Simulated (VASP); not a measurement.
# Al (P6_3/mmc) in VASP: further runs

Al is run at these levels: PBEsol; tasks: single point.

All numbers are computed with VASP 6.6.1; they aren't measurements. Logs are shortened: lines on timing, memory, paths and dates and some standing lists are left out, and cuts for length are marked.

## 1. The cell of the first run

Symmetry: P6_3/mmc, No. 194, hexagonal system. Conventional cell: a = 2.918 Å, b = 2.918 Å, c = 4.867 Å, α = 90.00°, β = 90.00°, γ = 120.00°. Within 3.8 Å of Al (site symmetry -6m2) lie 12 Al at 2.92 to 2.96 Å.

## 2. Single point, PBEsol (strain +0.0375 x Voigt [1, 1, 0, 0, 0, 0])

INCAR reads:

```
SYSTEM = Al
PREC     = Accurate       ! precision mode
ENCUT    = 520            ! plane-wave cutoff, eV
EDIFF    = 1E-7           ! SCF threshold, eV
ISMEAR   = 0              ! smearing method
SIGMA    = 0.15           ! smearing width, eV
LREAL    = .FALSE.        ! projectors in reciprocal space
LASPH    = .TRUE.         ! aspherical terms in the spheres
NELM     = 100            ! most SCF steps
ALGO     = Fast           ! electronic algorithm
ISIF     = 2              ! what is computed and relaxed
LWAVE    = .FALSE.        ! write WAVECAR
LCHARG   = .FALSE.        ! write CHGCAR
GGA      = PS             ! functional
NBANDS   = 10             ! bands
```

KPOINTS reads:

```
regular mesh
0
G
  21 21 10
  0 0 0
```

POSCAR reads:

```
Al
1.0
    2.9179224272      0.0000000000      0.0000000000
   -1.4589612136      2.5269949482      0.0000000000
    0.0000000000      0.0000000000      4.8668500000
Al
2
Direct
    0.6666666667      0.3333333333      0.7500000000
    0.3333333333      0.6666666667      0.2500000000
```

Potentials or basis: VASP PAW PBE potentials, release 64 (Al).

Run with:

```console
$ cat potpaw_PBE.64/Al/POTCAR > POTCAR
$ mpirun -np 1 vasp_std > vasp.out
```

OUTCAR:

```text
SYSTEM = Al
   PREC = Accurate
   ENCUT = 520
   EDIFF = 1E-7
   ISMEAR = 0
   LREAL = .FALSE.
   LASPH = .TRUE.
   NELM = 100
   ISIF = 2
   GGA = PS

 ion  position               nearest neighbor table
   1  0.667  0.333  0.750-   2 2.96   2 2.96   2 2.96   2 2.96   2 2.96   2 2.96
   2  0.333  0.667  0.250-   1 2.96   1 2.96   1 2.96   1 2.96   1 2.96   1 2.96

  LATTYP: Found a hexagonal cell.
 ALAT       =     2.9179224272
 C/A-ratio  =     1.6679161703

  Lattice vectors:

 A1 = (   2.9179224272,   0.0000000000,   0.0000000000)
 A2 = (  -1.4589612136,   2.5269949482,   0.0000000000)
 A3 = (   0.0000000000,   0.0000000000,   4.8668500000)

Analysis of symmetry for initial positions (statically):
=====================================================================
 Subroutine PRICEL returns:
 Original cell was already a primitive cell.

 Routine SETGRP: Setting up the symmetry group for a
 hexagonal supercell.

 Subroutine GETGRP returns: Found 24 space group operations
 (whereof 12 operations were pure point group operations)
 out of a pool of 24 trial point group operations.

The static configuration has the point symmetry D_3d.
 The point group associated with its full space group is D_6h.

Analysis of symmetry for dynamics (positions and initial velocities):
=====================================================================
 Subroutine PRICEL returns:
 Original cell was already a primitive cell.

 Routine SETGRP: Setting up the symmetry group for a
 hexagonal supercell.

 Subroutine GETGRP returns: Found 24 space group operations
 (whereof 12 operations were pure point group operations)
 out of a pool of 24 trial point group operations.

The dynamic configuration has the point symmetry D_3d.
 The point group associated with its full space group is D_6h.

 Subroutine INISYM returns: Found 24 space group operations
 (whereof 12 operations are pure point group operations),
 and found     1 'primitive' translations

----------------------------------------------------------------------------------------

                                     Primitive cell

  volume of cell :      35.8861

  direct lattice vectors                    reciprocal lattice vectors
     2.917922427  0.000000000  0.000000000     0.342709590  0.197863474  0.000000000
    -1.458961214  2.526994948  0.000000000     0.000000000  0.395726949  0.000000000
     0.000000000  0.000000000  4.866850000     0.000000000  0.000000000  0.205471712

  length of vectors
     2.917922427  2.917922427  4.866850000     0.395726949  0.395726949  0.205471712

  position of ions in fractional coordinates (direct lattice)
     0.666666667  0.333333333  0.750000000
     0.333333333  0.666666667  0.250000000

  ion indices of the primitive-cell ions
   primitive index   ion index
                 1           1
                 2           2

----------------------------------------------------------------------------------------

 KPOINTS: regular mesh

Automatic generation of k-mesh.
 Grid dimensions read from file:
 generate k-points for:   21   21   10

 Generating k-lattice:

  Cartesian coordinates                     Fractional coordinates (reciprocal lattice)
     0.016319504  0.009422070  0.000000000     0.047619048  0.000000000  0.000000000
     0.000000000  0.018844140  0.000000000     0.000000000  0.047619048  0.000000000
     0.000000000  0.000000000  0.020547171     0.000000000  0.000000000  0.100000000

  Length of vectors
     0.018844140  0.018844140  0.020547171

  Shift w.r.t. Gamma in fractional coordinates (k-lattice)
     0.000000000  0.000000000  0.000000000

 Subroutine IBZKPT returns following result:
 ===========================================

 Found    288 irreducible k-points:

 Following reciprocal coordinates:
            Coordinates               Weight
  0.000000  0.000000  0.000000      1.000000
  0.047619  0.000000  0.000000      6.000000
  0.095238  0.000000  0.000000      6.000000
  0.142857  0.000000  0.000000      6.000000
  0.190476  0.000000  0.000000      6.000000
  0.238095  0.000000  0.000000      6.000000
[... 16 lines left out ...]
  0.142857  0.095238  0.000000     12.000000
  0.190476  0.095238  0.000000     12.000000
 [... further k-points ...]
   k-points           NKPTS =    288   k-points in BZ     NKDIM =    288   number of bands    NBANDS=     10
   number of dos      NEDOS =    301   number of ions     NIONS =      2
   total plane-waves  NPLWV =  20736
   dimension x,y,z NGX =    24 NGY =   24 NGZ =   36
   dimension x,y,z NGXF=    48 NGYF=   48 NGZF=   72
   ions per type =               2
   NGX,Y,Z   is equivalent  to a cutoff of  13.67, 13.67, 12.30 a.u.
   NGXF,Y,Z  is equivalent  to a cutoff of  27.35, 27.35, 24.59 a.u.
 SYSTEM =  Al
   PREC   = accura    normal or accurate (medium, high low for compatibility)
   ISTART =      0    job   : 0-new  1-cont  2-samecut
   ICHARG =      2    charge: 1-file 2-atom 10-const
   ISPIN  =      1    spin polarized calculation?
   LNONCOLLINEAR =      F non collinear calculations
   LSORBIT =      F    spin-orbit coupling
   LASPH  =      T    aspherical Exc in radial PAW
   ENCUT  =  520.0 eV  38.22 Ry    6.18 a.u.   5.43  5.43  9.05*2*pi/ulx,y,z
   NELM   =    100;   NELMIN=  2; NELMDL= -5     # of ELM steps
   EDIFF  = 0.1E-06   stopping-criterion for ELM
   LREAL  =      F    real-space projection
   EDIFFG = 0.1E-05   stopping-criterion for IOM
   NSW    =      0    number of steps for IOM
   IBRION =     -1    ionic relax: 0-MD 1-quasi-New 2-CG
   NFREE  =      0    steps in history (QN), initial steepest desc. (CG)
   ISIF   =      2    stress and relaxation
   ISYM   =      2    0-nonsym 1-usesym 2-fastsym
   POTIM  = 0.5000    time-step for ionic-motion
   TEBEG  =    0.0;   TEEND  =   0.0 temperature during run
   PSTRESS=    0.0 pullay stress
   NELECT =       6.0000    total number of electrons
   NUPDOWN=      -1.0000    fix difference up-down
   EMIN   =  10.00;   EMAX   =-10.00  energy-range for DOS
   EFERMI =   0.00;   METHOD = LEGACY
   ISMEAR =     0;   SIGMA  =   0.15  broadening in eV -4-tet -1-fermi 0-gaus
   EFERMI_NEDOS =   21; number of points for ismear=-14 and -15
   IALGO  =     68    algorithm
   IMIX   =      4    mixing-type and parameters
     AMIX     =   0.40;   BMIX     =  1.00
     AMIX_MAG =   1.60;   BMIX_MAG =  1.00
  volume/ion in A,a.u.               =      17.94       121.09
  Fermi-wavevector in a.u.,A,eV,Ry     =   0.901882  1.704311 11.066867  0.813392
  Thomas-Fermi vector in A             =   2.025018
   LORBIT       =      0    0 simple, 1 ext, 2 COOP (PROOUT), +10 PAW based schemes
   GGA     = PS    functional components
   LHFCALC =     F    Hartree Fock is set to
   AEXX    =    0.0000 exact exchange contribution
   IVDW    =     0    specifies the selected vdW correction
   LEPSILON=     F    determine dielectric tensor
   LRPA    =     F    only Hartree local field effects (RPA)
 non-spin polarized calculation
 RMM-DIIS sequential band-by-band and
 Gauss-broadening in eV      SIGMA  =   0.15
  energy-cutoff  :      520.00
  volume of cell :       35.89
 maximum number of plane-waves:       996
 NGX is ok and might be reduce to    24
   NGX = 11   NGY = 11   NGZ = 19

 number of electron       6.0000000 magnetization

 Free energy of the ion-electron system (eV)
  ---------------------------------------------------
  ext. energy  EPLUGINS =         0.00000000
  ---------------------------------------------------
  free energy    TOTEN  =        -8.05455532 eV

  energy without entropy =       -8.04325141  energy(sigma->0) =       -8.04890336

 E-fermi :   7.0898     XC(G=0):  -9.9561

 val. band max:        7.0846715199   @ k =   0.2381   0.2381   0.2000
 cond. band min:       7.0922823678   @ k =   0.2857   0.2857   0.5000
 fundamental gap:      0.0076108479
 Fermi energy:         7.0897986207

 k-point     1 :       0.0000    0.0000    0.0000
  band No.  band energies     occupation
      1      -3.4620      2.00000
      2       2.5871      2.00000
      3       2.7412      2.00000
      4      17.2984      0.00000
      5      17.2984      0.00000
      6      17.8510      0.00000
      7      17.8510      0.00000
      8      18.5039      0.00000
      9      19.7308      0.00000
     10      20.5633      0.00000

 k-point     2 :       0.0476    0.0000    0.0000
  band No.  band energies     occupation
      1      -3.4095      2.00000
      2       2.6389      2.00000
      3       2.7903      2.00000
      4      16.1464      0.00000
      5      16.6222      0.00000
      6      17.6916      0.00000
      7      18.6192      0.00000
      8      19.0553      0.00000
      9      19.7166      0.00000
     10      20.9218      0.00000

 k-point     3 :       0.0952    0.0000    0.0000
  band No.  band energies     occupation
      1      -3.2519      2.00000
      2       2.7940      2.00000
      3       2.9376      2.00000
      4      14.4764      0.00000
      5      15.8201      0.00000
      6      17.1416      0.00000
      7      19.1614      0.00000
      8      19.4778      0.00000
      9      19.6961      0.00000
     10      20.0702      0.00000

 k-point     4 :       0.1429    0.0000    0.0000
  band No.  band energies     occupation
      1      -2.9898      2.00000
      2       3.0514      2.00000
      3       3.1830      2.00000
      4      12.7783      0.00000
      5      15.0976      0.00000
      6      16.4763      0.00000
      7      18.0301      0.00000
      8      18.3550      0.00000
      9      19.9363      0.00000
     10      20.1140      0.00000
[... 222 lines left out ...]
 k-point    22 :       0.0952    0.0952    0.0000
  band No.  band energies     occupation
      1      -2.8327      2.00000
      2       3.2053      2.00000
      3       3.3302      2.00000
      4      12.8715      0.00000
      5      12.9429      0.00000
      6      18.0028      0.00000
      7      18.0297      0.00000
      8      18.1803      0.00000
      9      18.5425      0.00000
     10      19.4589      0.00000

 k-point    23 :       0.1429    0.0952    0.0000
  band No.  band energies     occupation
      1      -2.4669      2.00000
      2       3.5621      2.00000
      3       3.6736      2.00000
      4      11.2613      0.00000
      5      12.2435      0.00000
      6      16.6564      0.00000
      7      16.7781      0.00000
      8      17.5938      0.00000
      9      18.2900      0.00000
     10      18.5185      0.00000

 k-point    24 :       0.1905    0.0952    0.0000
  band No.  band energies     occupation
      1      -1.9978      2.00000
      2       4.0156      2.00000
      3       4.1147      2.00000
      4       9.6817      0.00000
      5      11.6644      0.00000
      6      15.2455      0.00000
      7      15.3562      0.00000
      8      17.1084      0.00000
      9      17.8075      0.00000
     10      17.8359      0.00000

 [... further k-points ...]

------------------------ aborting loop because EDIFF is reached ----------------------------------------

  FORCE on cell =-STRESS in cart. coord.  units (eV):
  Direction    XX          YY          ZZ          XY          YZ          ZX
  --------------------------------------------------------------------------------------
  -------------------------------------------------------------------------------------
  Total       -1.3123759     -1.3123759     -1.3817216     -0.0000000      0.0000000      0.0000000
  in kB      -58.5925960    -58.5925960    -61.6886214     -0.0000000      0.0000000      0.0000000
  external PRESSURE =     -59.6246045 kB  Pullay stress =       0.0000000 kB

 VOLUME and BASIS-vectors are now :
 -----------------------------------------------------------------------------
  energy-cutoff  :      520.00
  volume of cell :       35.89
      direct lattice vectors                 reciprocal lattice vectors
     2.917922427  0.000000000  0.000000000     0.342709590  0.197863474  0.000000000
    -1.458961214  2.526994948  0.000000000     0.000000000  0.395726949  0.000000000
     0.000000000  0.000000000  4.866850000     0.000000000  0.000000000  0.205471712

 POSITION                                       TOTAL-FORCE (eV/Angst)
 -----------------------------------------------------------------------------------
      1.45896      0.84233      3.65014         0.000000     -0.000000      0.000000
     -0.00000      1.68466      1.21671        -0.000000      0.000000      0.000000
 -----------------------------------------------------------------------------------
    total drift:                                0.000000     -0.000000     -0.000000

  FREE ENERGIE OF THE ION-ELECTRON SYSTEM (eV)
  ---------------------------------------------------
  free  energy   TOTEN  =        -8.0545553151 eV

  energy  without entropy=       -8.0432514081  energy(sigma->0) =       -8.04890336
```

Run time: 50 s. Hardware: 1 thread of AMD EPYC 9R45 (Zen 5), shared host; peak memory 0.17 GiB.

Results:

| Quantity | Value |
| --- | --- |
| Free energy | -8.0546 eV |
| Pressure | -6.0 GPa |
| Band gap on the k mesh | zero (band 3 reaches 10.99 eV, above the bottom of band 4 at 4.06 eV) |

Levels at points of the mesh, in eV from the Fermi level:
| k point | band 1 | band 2 | band 3 | band 4 | band 5 | band 6 |
| --- | --- | --- | --- | --- | --- | --- |
| (0.00, 0.00, 0.00) | -10.55 | -4.50 | -4.35 | 10.21 | 10.21 | 10.76 |
| (0.00, 0.00, 0.50) | -9.00 | -9.00 | 2.91 | 2.91 | 11.47 | 11.47 |

Caveat: the cell differs from its parent crystal (strain +0.0375 x Voigt [1, 1, 0, 0, 0, 0]); the PAW data sets were made with another functional, which shifts forces and pressure a little.

[end of part 1 of 2]
